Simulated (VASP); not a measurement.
# TaN (P6_3/mmc) in VASP: further runs

TaN is run at these levels: PBE; tasks: single point.

Everything below comes from runs of VASP 6.6.1. Logs are shortened: lines on timing, memory, paths and dates and some standing lists are left out, and cuts for length are marked.

## (1) The cell of the first run

Symmetry: P6_3/mmc, No. 194, hexagonal system. The conventional cell has a = 3.068 Å, b = 3.068 Å, c = 4.951 Å, α = 90.00°, β = 90.00°, γ = 120.00°. Within 2.9 Å of Ta (site symmetry -3m) lie 6 N at 2.16 Å and 2 Ta at 2.48 Å. N (site symmetry -6m2) has 6 Ta at 2.16 Å within 2.9 Å.

## (2) Single point, PBE

INCAR

```
SYSTEM = TaN
PREC = Accurate ; ENCUT = 520
EDIFF = 1E-6 ; ISMEAR = -1
SIGMA = 0.05 ; LREAL = .FALSE.
LASPH = .TRUE. ; NELM = 60
ALGO = Normal ; ISIF = 2
LWAVE = .FALSE. ; LCHARG = .TRUE.
GGA = PE ; LELF = .TRUE.
LVHAR = .TRUE. ; NBANDS = 24
```

KPOINTS

```
regular mesh
0
G
  10 10 6
  0 0 0
```

POSCAR

```
TaN
1.0
    3.0681878709      0.0000000000      0.0000000000
   -1.5340939355      2.6571286456      0.0000000000
    0.0000000000      0.0000000000      4.9505702642
Ta N
2 2
Direct
    0.0000000000      0.0000000000      0.0000000000
    0.0000000000      0.0000000000      0.5000000000
    0.3333333333      0.6666666667      0.2500000000
    0.6666666667      0.3333333333      0.7500000000
```

Potentials or basis: VASP PAW PBE potentials, release 64 (Ta_pv, N).

Run with:

```sh
> cat potpaw_PBE.64/Ta_pv/POTCAR potpaw_PBE.64/N/POTCAR > POTCAR
> mpirun -np 1 vasp_std > vasp.out
```

OUTCAR:

```text
SYSTEM = TaN
   PREC = Accurate
   ENCUT = 520
   EDIFF = 1E-6
   ISMEAR = -1
   LREAL = .FALSE.
   LASPH = .TRUE.
   NELM = 60
   ISIF = 2
   GGA = PE

 ion  position               nearest neighbor table
   1  0.000  0.000  0.000-   3 2.16   4 2.16   4 2.16   3 2.16   4 2.16   3 2.16   2 2.48   2 2.48

   2  0.000  0.000  0.500-   3 2.16   4 2.16   4 2.16   3 2.16   4 2.16   3 2.16   1 2.48   1 2.48

   3  0.333  0.667  0.250-   1 2.16   2 2.16   1 2.16   2 2.16   1 2.16   2 2.16
   4  0.667  0.333  0.750-   1 2.16   2 2.16   1 2.16   2 2.16   1 2.16   2 2.16

  LATTYP: Found a hexagonal cell.
 ALAT       =     3.0681878709
 C/A-ratio  =     1.6135160142

  Lattice vectors:

 A1 = (   3.0681878709,   0.0000000000,   0.0000000000)
 A2 = (  -1.5340939355,   2.6571286456,   0.0000000000)
 A3 = (   0.0000000000,   0.0000000000,   4.9505702642)

Analysis of symmetry for initial positions (statically):
=====================================================================
 Subroutine PRICEL returns:
 Original cell was already a primitive cell.

 Routine SETGRP: Setting up the symmetry group for a
 hexagonal supercell.

 Subroutine GETGRP returns: Found 24 space group operations
 (whereof 12 operations were pure point group operations)
 out of a pool of 24 trial point group operations.

The static configuration has the point symmetry D_3d.
 The point group associated with its full space group is D_6h.

Analysis of symmetry for dynamics (positions and initial velocities):
=====================================================================
 Subroutine PRICEL returns:
 Original cell was already a primitive cell.

 Routine SETGRP: Setting up the symmetry group for a
 hexagonal supercell.

 Subroutine GETGRP returns: Found 24 space group operations
 (whereof 12 operations were pure point group operations)
 out of a pool of 24 trial point group operations.

The dynamic configuration has the point symmetry D_3d.
 The point group associated with its full space group is D_6h.

 Subroutine INISYM returns: Found 24 space group operations
 (whereof 12 operations are pure point group operations),
 and found     1 'primitive' translations

----------------------------------------------------------------------------------------

                                     Primitive cell

  volume of cell :      40.3599

  direct lattice vectors                    reciprocal lattice vectors
     3.068187871  0.000000000  0.000000000     0.325925283  0.188173049  0.000000000
    -1.534093936  2.657128646  0.000000000     0.000000000  0.376346099  0.000000000
     0.000000000  0.000000000  4.950570264     0.000000000  0.000000000  0.201996931

  length of vectors
     3.068187871  3.068187876  4.950570264     0.376346100  0.376346099  0.201996931

  position of ions in fractional coordinates (direct lattice)
     0.000000000  0.000000000  0.000000000
     0.000000000  0.000000000  0.500000000
     0.333333333  0.666666667  0.250000000
     0.666666667  0.333333333  0.750000000

  ion indices of the primitive-cell ions
   primitive index   ion index
                 1           1
                 2           2
                 3           3
                 4           4

----------------------------------------------------------------------------------------

 KPOINTS: regular mesh

Automatic generation of k-mesh.
 Grid dimensions read from file:
 generate k-points for:   10   10    6

 Generating k-lattice:

  Cartesian coordinates                     Fractional coordinates (reciprocal lattice)
     0.032592528  0.018817305  0.000000000     0.100000000  0.000000000  0.000000000
     0.000000000  0.037634610  0.000000000     0.000000000  0.100000000  0.000000000
     0.000000000  0.000000000  0.033666155     0.000000000  0.000000000  0.166666667

  Length of vectors
     0.037634610  0.037634610  0.033666155

  Shift w.r.t. Gamma in fractional coordinates (k-lattice)
     0.000000000  0.000000000  0.000000000

 Subroutine IBZKPT returns following result:
 ===========================================

 Found     56 irreducible k-points:

 Following reciprocal coordinates:
            Coordinates               Weight
  0.000000  0.000000  0.000000      1.000000
  0.100000 -0.000000  0.000000      6.000000
  0.200000 -0.000000  0.000000      6.000000
  0.300000 -0.000000  0.000000      6.000000
  0.400000 -0.000000  0.000000      6.000000
  0.500000 -0.000000  0.000000      3.000000
[... 16 lines left out ...]
  0.300000  0.100000  0.166667     24.000000
  0.400000  0.100000  0.166667     24.000000
 [... further k-points ...]
   k-points           NKPTS =     56   k-points in BZ     NKDIM =     56   number of bands    NBANDS=     24
   number of dos      NEDOS =    301   number of ions     NIONS =      4
   total plane-waves  NPLWV =  23040
   dimension x,y,z NGX =    24 NGY =   24 NGZ =   40
   dimension x,y,z NGXF=    48 NGYF=   48 NGZF=   80
   ions per type =               2   2
   NGX,Y,Z   is equivalent  to a cutoff of  13.00, 13.00, 13.43 a.u.
   NGXF,Y,Z  is equivalent  to a cutoff of  26.01, 26.01, 26.86 a.u.
 SYSTEM =  TaN
   PREC   = accura    normal or accurate (medium, high low for compatibility)
   ISTART =      0    job   : 0-new  1-cont  2-samecut
   ICHARG =      2    charge: 1-file 2-atom 10-const
   ISPIN  =      1    spin polarized calculation?
   LNONCOLLINEAR =      F non collinear calculations
   LSORBIT =      F    spin-orbit coupling
   LASPH  =      T    aspherical Exc in radial PAW
   ENCUT  =  520.0 eV  38.22 Ry    6.18 a.u.   5.70  5.70  9.20*2*pi/ulx,y,z
   NELM   =     60;   NELMIN=  2; NELMDL= -5     # of ELM steps
   EDIFF  = 0.1E-05   stopping-criterion for ELM
   LREAL  =      F    real-space projection
   EDIFFG = 0.1E-04   stopping-criterion for IOM
   NSW    =      0    number of steps for IOM
   IBRION =     -1    ionic relax: 0-MD 1-quasi-New 2-CG
   NFREE  =      0    steps in history (QN), initial steepest desc. (CG)
   ISIF   =      2    stress and relaxation
   ISYM   =      2    0-nonsym 1-usesym 2-fastsym
   POTIM  = 0.5000    time-step for ionic-motion
   TEBEG  =    0.0;   TEEND  =   0.0 temperature during run
   PSTRESS=    0.0 pullay stress
   NELECT =      32.0000    total number of electrons
   NUPDOWN=      -1.0000    fix difference up-down
   EMIN   =  10.00;   EMAX   =-10.00  energy-range for DOS
   EFERMI =   0.00;   METHOD = LEGACY
   ISMEAR =    -1;   SIGMA  =   0.05  broadening in eV -4-tet -1-fermi 0-gaus
   EFERMI_NEDOS =   21; number of points for ismear=-14 and -15
   IALGO  =     38    algorithm
   IMIX   =      4    mixing-type and parameters
     AMIX     =   0.40;   BMIX     =  1.00
     AMIX_MAG =   1.60;   BMIX_MAG =  1.00
  volume/ion in A,a.u.               =      10.09        68.09
  Fermi-wavevector in a.u.,A,eV,Ry     =   1.515217  2.863345 31.237389  2.295883
  Thomas-Fermi vector in A             =   2.624771
   LORBIT       =      0    0 simple, 1 ext, 2 COOP (PROOUT), +10 PAW based schemes
   GGA     = PE    functional components
   LHFCALC =     F    Hartree Fock is set to
   AEXX    =    0.0000 exact exchange contribution
   IVDW    =     0    specifies the selected vdW correction
   LEPSILON=     F    determine dielectric tensor
   LRPA    =     F    only Hartree local field effects (RPA)
 non-spin polarized calculation
  energy-cutoff  :      520.00
  volume of cell :       40.36
 maximum number of plane-waves:      1106
 NGX is ok and might be reduce to    24
   NGX = 11   NGY = 11   NGZ = 19

 number of electron      32.0000003 magnetization

 Free energy of the ion-electron system (eV)
  ---------------------------------------------------
  ext. energy  EPLUGINS =         0.00000000
  ---------------------------------------------------
  free energy    TOTEN  =       -41.57381017 eV

  energy without entropy =      -41.55618021  energy(sigma->0) =      -41.56499519

 E-fermi :   9.6428     XC(G=0): -13.6352

 val. band max:        9.6423158736   @ k =   0.3000  -0.0000   0.1667
 cond. band min:       9.6533754889   @ k =   0.3000   0.1000   0.1667
 fundamental gap:      0.0110596153
 Fermi energy:         9.6427880779

 k-point     1 :       0.0000    0.0000    0.0000
  band No.  band energies     occupation
      1     -27.4271      2.00000
      2     -25.6894      2.00000
      3     -25.6894      2.00000
      4     -25.3367      2.00000
      5     -25.3367      2.00000
      6     -24.5502      2.00000
[... 16 lines left out ...]
     23      14.5963      0.00000
     24      16.1891      0.00000

 k-point     2 :       0.1000   -0.0000    0.0000
  band No.  band energies     occupation
      1     -27.4069      2.00000
      2     -25.7763      2.00000
      3     -25.7075      2.00000
      4     -25.4031      2.00000
      5     -25.3511      2.00000
      6     -24.5424      2.00000
[... 16 lines left out ...]
     23      14.9588      0.00000
     24      16.1224      0.00000

 k-point     3 :       0.2000   -0.0000    0.0000
  band No.  band energies     occupation
      1     -27.3535      2.00000
      2     -25.9967      2.00000
      3     -25.7545      2.00000
      4     -25.5738      2.00000
      5     -25.3885      2.00000
      6     -24.5220      2.00000
[... 16 lines left out ...]
     23      16.0406      0.00000
     24      16.1750      0.00000

 k-point     4 :       0.3000   -0.0000    0.0000
  band No.  band energies     occupation
      1     -27.2867      2.00000
      2     -26.2563      2.00000
      3     -25.8120      2.00000
      4     -25.7783      2.00000
      5     -25.4345      2.00000
      6     -24.4965      2.00000
[... 16 lines left out ...]
     23      16.5670      0.00000
     24      16.7134      0.00000

 k-point     5 :       0.4000   -0.0000    0.0000
  band No.  band energies     occupation
      1     -27.2321      2.00000
      2     -26.4568      2.00000
      3     -25.9390      2.00000
      4     -25.8579      2.00000
      5     -25.4714      2.00000
      6     -24.4759      2.00000
[... 451 lines left out ...]
 k-point    22 :       0.2000    0.1000    0.1667
  band No.  band energies     occupation
      1     -27.1479      2.00000
      2     -26.1190      2.00000
      3     -25.7900      2.00000
      4     -25.7235      2.00000
      5     -25.4621      2.00000
      6     -24.7252      2.00000
[... 16 lines left out ...]
     23      15.7528      0.00000
     24      16.4148      0.00000

 k-point    23 :       0.3000    0.1000    0.1667
  band No.  band energies     occupation
      1     -27.0884      2.00000
      2     -26.3297      2.00000
      3     -25.8974      2.00000
      4     -25.8566      2.00000
      5     -25.5169      2.00000
      6     -24.6983      2.00000
[... 16 lines left out ...]
     23      15.8743      0.00000
     24      17.1587      0.00000

 k-point    24 :       0.4000    0.1000    0.1667
  band No.  band energies     occupation
      1     -27.0512      2.00000
      2     -26.4552      2.00000
      3     -26.0023      2.00000
      4     -25.8979      2.00000
      5     -25.5506      2.00000
      6     -24.6818      2.00000
[... 16 lines left out ...]
     23      15.7534      0.00000
     24      17.5384      0.00000

 [... further k-points ...]
[... 5 lines left out ...]
  --------------------------------------------------------------------------------------
  -------------------------------------------------------------------------------------
  Total        6.1939830      6.1939830     25.7878934     -0.0000000      0.0000000      0.0000000
  in kB      245.8843193    245.8843204   1023.7093948     -0.0000000      0.0000000      0.0000000
  external PRESSURE =     505.1593448 kB  Pullay stress =       0.0000000 kB

 VOLUME and BASIS-vectors are now :
 -----------------------------------------------------------------------------
  energy-cutoff  :      520.00
  volume of cell :       40.36
      direct lattice vectors                 reciprocal lattice vectors
     3.068187871  0.000000000  0.000000000     0.325925283  0.188173049  0.000000000
    -1.534093936  2.657128646  0.000000000     0.000000000  0.376346099  0.000000000
     0.000000000  0.000000000  4.950570264     0.000000000  0.000000000  0.201996931

 POSITION                                       TOTAL-FORCE (eV/Angst)
 -----------------------------------------------------------------------------------
      0.00000      0.00000      0.00000        -0.000000      0.000000      0.000000
      0.00000      0.00000      2.47529        -0.000000      0.000000      0.000000
     -0.00000      1.77142      1.23764        -0.000000      0.000000      0.000000
      1.53409      0.88571      3.71293         0.000000     -0.000000     -0.000000
 -----------------------------------------------------------------------------------
    total drift:                               -0.000000      0.000000      0.000000

  FREE ENERGIE OF THE ION-ELECTRON SYSTEM (eV)
  ---------------------------------------------------
  free  energy   TOTEN  =       -41.5738101652 eV

  energy  without entropy=      -41.5561802139  energy(sigma->0) =      -41.56499519
```

It took 53 s on 1 thread of Intel Xeon Platinum 8259CL at 2.50GHz (Skylake/Cascade Lake), shared host; peak memory 0.19 GiB.

Results:

| Property | Result |
| --- | --- |
| Free energy | -41.5738 eV |
| Pressure | 50.5 GPa |
| Band gap on the k mesh | zero (band 16 reaches 10.47 eV, above the bottom of band 17 at 7.88 eV) |

Caveat: spin-orbit coupling is left out, which moves the levels of the heavy elements.

(Part 1 of 2 ends here.)
